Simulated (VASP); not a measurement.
# Ge (Cmmm) in VASP: a series of runs

The runs below take Ge through single point, with r2SCAN.

Program: VASP 6.6.1. These are calculated values, not measurements. Logs are shortened: lines on timing, memory, paths and dates and some standing lists are left out, and cuts for length are marked.

### 1 The cell of the first run

It takes space group Cmmm (No. 65, orthorhombic). Conventional cell: a = 2.836 Å, b = 5.279 Å, c = 2.658 Å, α = 90.00°, β = 90.00°, γ = 90.00°. Within 3.5 Å of Ge (site symmetry mmm) lie 8 Ge at 2.66 to 3.00 Å.

### 2 Single point, r2SCAN (strain +0.015 along x and y, -0.015 along z)

File POSCAR:

```
Ge
1.0
    1.4181062350     -2.6395237400      0.0000000000
    1.4181062350      2.6395237400      0.0000000000
    0.0000000000      0.0000000000      2.6577575350
Ge
1
Direct
    0.5000000000      0.5000000000      0.0000000000
```

File INCAR.step1:

```
SYSTEM = Ge
PREC = Accurate ; ENCUT = 520
ISMEAR = 0 ; SIGMA = 0.15
LREAL = .False. ; LASPH = .True.
NELM = 60 ; NBANDS = 13
GGA = PE ; ALGO = Normal
EDIFF = 1E-4 ; LWAVE = .True.
LCHARG = .False.
```

File INCAR.step2:

```
SYSTEM = Ge
PREC = Accurate ; ENCUT = 520
EDIFF = 1E-7 ; ISMEAR = 0
SIGMA = 0.15 ; LREAL = .False.
LASPH = .True. ; NELM = 60
ALGO = Normal ; ISIF = 2
LWAVE = .False. ; LCHARG = .False.
METAGGA = R2SCAN ; LMIXTAU = .True.
NBANDS = 13 ; ISTART = 1
```

File KPOINTS:

```
regular mesh
0
Gamma
  20 20 18
  0 0 0
```

Potentials or basis: VASP PAW PBE potentials, release 64 (Ge_d).

On the command line:

```
$ cat potpaw_PBE.64/Ge_d/POTCAR > POTCAR
$ cp INCAR.step1 INCAR
$ mpirun -np 1 vasp_std > vasp.out
$ cp INCAR.step2 INCAR
$ mpirun -np 1 vasp_std > vasp.out
```

OUTCAR:

```text
SYSTEM = Ge
   PREC = Accurate
   ENCUT = 520
   EDIFF = 1E-7
   ISMEAR = 0
   LREAL = .False.
   LASPH = .True.
   NELM = 60
   ISIF = 2
   METAGGA = R2SCAN
   ISTART = 1

 ion  position               nearest neighbor table
   1  0.500  0.500  0.000-

  LATTYP: Found a base centered orthorhombic cell.
 ALAT       =     2.8362124700
 B/A-ratio  =     1.8613018368
 C/A-ratio  =     0.9370798426

  Lattice vectors:

 A1 = (   1.4181062350,  -2.6395237400,   0.0000000000)
 A2 = (   1.4181062350,   2.6395237400,   0.0000000000)
 A3 = (   0.0000000000,   0.0000000000,   2.6577575350)

Analysis of symmetry for initial positions (statically):
=====================================================================
 Subroutine PRICEL returns:
 Original cell was already a primitive cell.

 Routine SETGRP: Setting up the symmetry group for a
 base centered orthorhombic supercell.

 Subroutine GETGRP returns: Found  8 space group operations
 (whereof  8 operations were pure point group operations)
 out of a pool of  8 trial point group operations.

The static configuration has the point symmetry D_2h.

Analysis of symmetry for dynamics (positions and initial velocities):
=====================================================================
 Subroutine PRICEL returns:
 Original cell was already a primitive cell.

 Routine SETGRP: Setting up the symmetry group for a
 base centered orthorhombic supercell.

 Subroutine GETGRP returns: Found  8 space group operations
 (whereof  8 operations were pure point group operations)
 out of a pool of  8 trial point group operations.

The dynamic configuration has the point symmetry D_2h.

 Subroutine INISYM returns: Found  8 space group operations
 (whereof  8 operations are pure point group operations),
 and found     1 'primitive' translations

----------------------------------------------------------------------------------------

                                     Primitive cell

  volume of cell :      19.8966

  direct lattice vectors                    reciprocal lattice vectors
     1.418106235 -2.639523740  0.000000000     0.352582894 -0.189428113  0.000000000
     1.418106235  2.639523740  0.000000000     0.352582894  0.189428113  0.000000000
     0.000000000  0.000000000  2.657757535     0.000000000  0.000000000  0.376257046

  length of vectors
     2.996349590  2.996349590  2.657757535     0.400247057  0.400247057  0.376257046

  position of ions in fractional coordinates (direct lattice)
     0.500000000  0.500000000  0.000000000

  ion indices of the primitive-cell ions
   primitive index   ion index
                 1           1

----------------------------------------------------------------------------------------

 KPOINTS: regular mesh

Automatic generation of k-mesh.
 Grid dimensions read from file:
 generate k-points for:   20   20   18

 Generating k-lattice:

  Cartesian coordinates                     Fractional coordinates (reciprocal lattice)
     0.017629145 -0.009471406  0.000000000     0.050000000  0.000000000  0.000000000
     0.017629145  0.009471406  0.000000000     0.000000000  0.050000000  0.000000000
     0.000000000  0.000000000  0.020903169     0.000000000  0.000000000  0.055555556

  Length of vectors
     0.020012353  0.020012353  0.020903169

  Shift w.r.t. Gamma in fractional coordinates (k-lattice)
     0.000000000  0.000000000  0.000000000

 Subroutine IBZKPT returns following result:
 ===========================================

 Found   1110 irreducible k-points:

 Following reciprocal coordinates:
            Coordinates               Weight
  0.000000  0.000000  0.000000      1.000000
  0.050000 -0.000000  0.000000      4.000000
  0.100000 -0.000000  0.000000      4.000000
  0.150000  0.000000  0.000000      4.000000
  0.200000 -0.000000  0.000000      4.000000
  0.250000  0.000000  0.000000      4.000000
[... 16 lines left out ...]
 -0.400000  0.050000  0.000000      4.000000
 -0.350000  0.050000  0.000000      4.000000
 [... further k-points ...]
   k-points           NKPTS =   1110   k-points in BZ     NKDIM =   1110   number of bands    NBANDS=     13
   number of dos      NEDOS =    301   number of ions     NIONS =      1
   total plane-waves  NPLWV =  11520
   dimension x,y,z NGX =    24 NGY =   24 NGZ =   20
   dimension x,y,z NGXF=    48 NGYF=   48 NGZF=   40
   ions per type =               1
   NGX,Y,Z   is equivalent  to a cutoff of  13.32, 13.32, 12.51 a.u.
   NGXF,Y,Z  is equivalent  to a cutoff of  26.63, 26.63, 25.02 a.u.
 SYSTEM =  Ge
   PREC   = accura    normal or accurate (medium, high low for compatibility)
   ISTART =      1    job   : 0-new  1-cont  2-samecut
   ICHARG =      0    charge: 1-file 2-atom 10-const
   ISPIN  =      1    spin polarized calculation?
   LNONCOLLINEAR =      F non collinear calculations
   LSORBIT =      F    spin-orbit coupling
   LASPH  =      T    aspherical Exc in radial PAW
   ENCUT  =  520.0 eV  38.22 Ry    6.18 a.u.   5.57  5.57  4.94*2*pi/ulx,y,z
   NELM   =     60;   NELMIN=  2; NELMDL=  0     # of ELM steps
   EDIFF  = 0.1E-06   stopping-criterion for ELM
   LREAL  =      F    real-space projection
   EDIFFG = 0.1E-05   stopping-criterion for IOM
   NSW    =      0    number of steps for IOM
   IBRION =     -1    ionic relax: 0-MD 1-quasi-New 2-CG
   NFREE  =      0    steps in history (QN), initial steepest desc. (CG)
   ISIF   =      2    stress and relaxation
   ISYM   =      2    0-nonsym 1-usesym 2-fastsym
   POTIM  = 0.5000    time-step for ionic-motion
   TEBEG  =    0.0;   TEEND  =   0.0 temperature during run
   PSTRESS=    0.0 pullay stress
   NELECT =      14.0000    total number of electrons
   NUPDOWN=      -1.0000    fix difference up-down
   EMIN   =  10.00;   EMAX   =-10.00  energy-range for DOS
   EFERMI =   0.00;   METHOD = LEGACY
   ISMEAR =     0;   SIGMA  =   0.15  broadening in eV -4-tet -1-fermi 0-gaus
   EFERMI_NEDOS =   21; number of points for ismear=-14 and -15
   IALGO  =     38    algorithm
   IMIX   =      4    mixing-type and parameters
     AMIX     =   0.40;   BMIX     =  1.00
     AMIX_MAG =   1.60;   BMIX_MAG =  1.00
  volume/ion in A,a.u.               =      19.90       134.27
  Fermi-wavevector in a.u.,A,eV,Ry     =   1.456099  2.751628 28.847408  2.120225
  Thomas-Fermi vector in A             =   2.573057
   LORBIT       =      0    0 simple, 1 ext, 2 COOP (PROOUT), +10 PAW based schemes
   METAGGA = R2SCAN    functional components
   LHFCALC =     F    Hartree Fock is set to
   AEXX    =    0.0000 exact exchange contribution
   IVDW    =     0    specifies the selected vdW correction
   LEPSILON=     F    determine dielectric tensor
   LRPA    =     F    only Hartree local field effects (RPA)
 non-spin polarized calculation
 Gauss-broadening in eV      SIGMA  =   0.15
  energy-cutoff  :      520.00
  volume of cell :       19.90
 maximum number of plane-waves:       557
   NGX = 11   NGY = 11   NGZ =  9

 number of electron      14.0000002 magnetization

 Free energy of the ion-electron system (eV)
  ---------------------------------------------------
  ext. energy  EPLUGINS =         0.00000000
  ---------------------------------------------------
  free energy    TOTEN  =       -13.46703080 eV

  energy without entropy =      -13.46200043  energy(sigma->0) =      -13.46451562

 E-fermi :   5.9677     XC(G=0): -11.9926

 val. band max:        5.9672573064   @ k =  -0.2500   0.0500   0.2778
 cond. band min:       5.9934754547   @ k =   0.5000   0.1000   0.3889
 fundamental gap:      0.0262181483
 Fermi energy:         5.9677335441

 k-point     1 :       0.0000    0.0000    0.0000
  band No.  band energies     occupation
      1     -19.5515      2.00000
      2     -19.4688      2.00000
      3     -19.4208      2.00000
      4     -19.3097      2.00000
      5     -19.2922      2.00000
      6      -7.4280      2.00000
      7      12.8933      0.00000
      8      13.6698      0.00000
      9      14.3998      0.00000
     10      16.7835      0.00000
     11      18.9081      0.00000
     12      21.2487      0.00000
     13      21.6284      0.00000

 k-point     2 :       0.0500   -0.0000    0.0000
  band No.  band energies     occupation
      1     -19.5499      2.00000
      2     -19.4661      2.00000
      3     -19.4211      2.00000
      4     -19.3100      2.00000
      5     -19.2933      2.00000
      6      -7.3663      2.00000
      7      12.6431      0.00000
      8      13.7295      0.00000
      9      13.7837      0.00000
     10      17.0529      0.00000
     11      19.0370      0.00000
     12      20.1954      0.00000
     13      21.9653      0.00000

 k-point     3 :       0.1000   -0.0000    0.0000
  band No.  band energies     occupation
      1     -19.5455      2.00000
      2     -19.4589      2.00000
      3     -19.4217      2.00000
      4     -19.3111      2.00000
      5     -19.2964      2.00000
      6      -7.1813      2.00000
      7      11.8078      0.00000
      8      12.6907      0.00000
      9      13.9074      0.00000
     10      17.2956      0.00000
     11      18.6535      0.00000
     12      20.2994      0.00000
     13      22.9109      0.00000
[... 305 lines left out ...]
 k-point    23 :      -0.4000    0.0500    0.0000
  band No.  band energies     occupation
      1     -19.5176      2.00000
      2     -19.4400      2.00000
      3     -19.3534      2.00000
      4     -19.3357      2.00000
      5     -19.3158      2.00000
      6      -4.0601      2.00000
      7       2.9810      2.00000
      8       8.8564      0.00000
      9      14.8203      0.00000
     10      16.5776      0.00000
     11      21.5180      0.00000
     12      25.9671      0.00000
     13      26.9547      0.00000

 k-point    24 :      -0.3500    0.0500    0.0000
  band No.  band energies     occupation
      1     -19.5190      2.00000
      2     -19.4423      2.00000
      3     -19.3691      2.00000
      4     -19.3304      2.00000
      5     -19.3136      2.00000
      6      -4.8637      2.00000
      7       4.4877      2.00000
      8       9.1576      0.00000
      9      15.2740      0.00000
     10      15.9653      0.00000
     11      20.7266      0.00000
     12      27.2455      0.00000
     13      27.5087      0.00000

 [... further k-points ...]

------------------------ aborting loop because EDIFF is reached ----------------------------------------

  FORCE on cell =-STRESS in cart. coord.  units (eV):
  Direction    XX          YY          ZZ          XY          YZ          ZX
  --------------------------------------------------------------------------------------
  -------------------------------------------------------------------------------------
  Total       -0.6358990     -0.7227832     -0.1203831      0.0000000      0.0000000      0.0000000
  in kB      -51.2057879    -58.2021375     -9.6938564      0.0000000      0.0000000      0.0000000
  external PRESSURE =     -39.7005939 kB  Pullay stress =       0.0000000 kB

 VOLUME and BASIS-vectors are now :
 -----------------------------------------------------------------------------
  energy-cutoff  :      520.00
  volume of cell :       19.90
      direct lattice vectors                 reciprocal lattice vectors
     1.418106235 -2.639523740  0.000000000     0.352582894 -0.189428113  0.000000000
     1.418106235  2.639523740  0.000000000     0.352582894  0.189428113  0.000000000
     0.000000000  0.000000000  2.657757535     0.000000000  0.000000000  0.376257046

 POSITION                                       TOTAL-FORCE (eV/Angst)
 -----------------------------------------------------------------------------------
      1.41811      0.00000      0.00000         0.000000      0.000000      0.000000
 -----------------------------------------------------------------------------------
    total drift:                               -0.000000     -0.000000     -0.000000

  FREE ENERGIE OF THE ION-ELECTRON SYSTEM (eV)
  ---------------------------------------------------
  free  energy   TOTEN  =       -13.4670308039 eV

  energy  without entropy=      -13.4620004277  energy(sigma->0) =      -13.46451562
```

It took 5.3 min on 1 thread of Intel Xeon 6975P-C (Granite Rapids), shared host; peak memory 0.36 GiB.

What came out:

| Quantity | Value |
| --- | --- |
| Free energy | -13.4670 eV |
| Pressure | -4.0 GPa |
| Band gap on the k mesh | zero (bands 7 and 8 overlap by 9.95 eV) |

Caveat: the cell differs from its parent crystal (strain +0.015 along x and y, -0.015 along z); the cell stands under tension; the PAW data sets were made with another functional, which shifts forces and pressure a little.

### 3 Single point, r2SCAN (strain +0.030 along x and y, -0.030 along z)

File POSCAR:

```
Ge
1.0
    1.4390634700     -2.6785314800      0.0000000000
    1.4390634700      2.6785314800      0.0000000000
    0.0000000000      0.0000000000      2.6172840700
Ge
1
Direct
    0.5000000000      0.5000000000      0.0000000000
```

File INCAR.step1:

```
SYSTEM = Ge
PREC     = Accurate       ! precision mode
ENCUT    = 520            ! plane-wave cutoff, eV
ISMEAR   = 0              ! smearing method
SIGMA    = 0.15           ! smearing width, eV
LREAL    = .False.        ! projectors in reciprocal space
LASPH    = .True.         ! aspherical terms in the spheres
NELM     = 100            ! most SCF steps
NBANDS   = 13             ! bands
GGA      = PE             ! functional
ALGO     = Normal         ! electronic algorithm
EDIFF    = 1E-4           ! SCF threshold, eV
LWAVE    = .True.         ! write WAVECAR
LCHARG   = .False.        ! write CHGCAR
```

File INCAR.step2:

```
SYSTEM = Ge
PREC     = Accurate       ! precision mode
ENCUT    = 520            ! plane-wave cutoff, eV
EDIFF    = 1E-7           ! SCF threshold, eV
ISMEAR   = 0              ! smearing method
SIGMA    = 0.15           ! smearing width, eV
LREAL    = .False.        ! projectors in reciprocal space
LASPH    = .True.         ! aspherical terms in the spheres
NELM     = 100            ! most SCF steps
ALGO     = Normal         ! electronic algorithm
ISIF     = 2              ! what is computed and relaxed
LWAVE    = .False.        ! write WAVECAR
LCHARG   = .False.        ! write CHGCAR
METAGGA  = R2SCAN         ! meta-GGA
LMIXTAU  = .True.       
NBANDS   = 13             ! bands
ISTART   = 1
```

File KPOINTS:

```
Automatic mesh
0
Gamma
  20 20 18
  0 0 0
```

Potentials or basis: VASP PAW PBE potentials, release 64 (Ge_d).

On the command line:

```
$ cat potpaw_PBE.64/Ge_d/POTCAR > POTCAR
$ cp INCAR.step1 INCAR
$ mpirun -np 1 vasp_std > vasp.out
$ cp INCAR.step2 INCAR
$ mpirun -np 1 vasp_std > vasp.out
```

Run time: 5.5 min. Hardware: 1 thread of Intel Xeon 6975P-C (Granite Rapids), shared host; peak memory 0.36 GiB.

Results (log left out):

| Property | Result |
| --- | --- |
| Free energy | -13.4432 eV |
| Pressure | -4.5 GPa |
| Band gap on the k mesh | zero (bands 7 and 8 overlap by 9.50 eV) |

Stress tensor (GPa, compression positive):
```
-6.99  0.00  0.00
 0.00 -7.73  0.00
 0.00  0.00  1.36
```

Levels at points of the mesh, in eV from the Fermi level:
```tsv
k point	band 3	band 4	band 5	band 6	band 7	band 8	band 9	band 10	band 11	band 12
(0.00, 0.00, 0.00)	-25.40	-25.29	-25.27	-13.30	6.37	7.80	8.44	10.84	12.70	14.80
(0.50, 0.00, 0.00)	-25.32	-25.31	-25.29	-8.57	-5.45	2.91	7.29	12.04	18.22	18.78
(0.50, 0.50, 0.00)	-25.33	-25.32	-25.28	-9.39	-5.64	4.64	8.89	11.40	17.49	18.52
(0.00, 0.00, 0.50)	-25.39	-25.37	-25.27	-8.78	-5.77	9.88	11.31	16.17	16.36	16.88
(0.50, 0.00, 0.50)	-25.40	-25.32	-25.19	-3.51	-2.17	-1.88	4.21	6.42	12.01	13.11
(0.50, 0.50, 0.50)	-25.38	-25.32	-25.21	-4.45	-2.77	-2.01	3.88	8.15	13.76	14.87
```

Caveat: the cell differs from its parent crystal (strain +0.030 along x and y, -0.030 along z); the stress differs along the axes, from -8 to 1 GPa; the PAW data sets were made with another functional, which shifts forces and pressure a little.

(Continued in part 2 of 2.)

The gap in the log of VASP goes by the Fermi energy; the results here count the filled bands.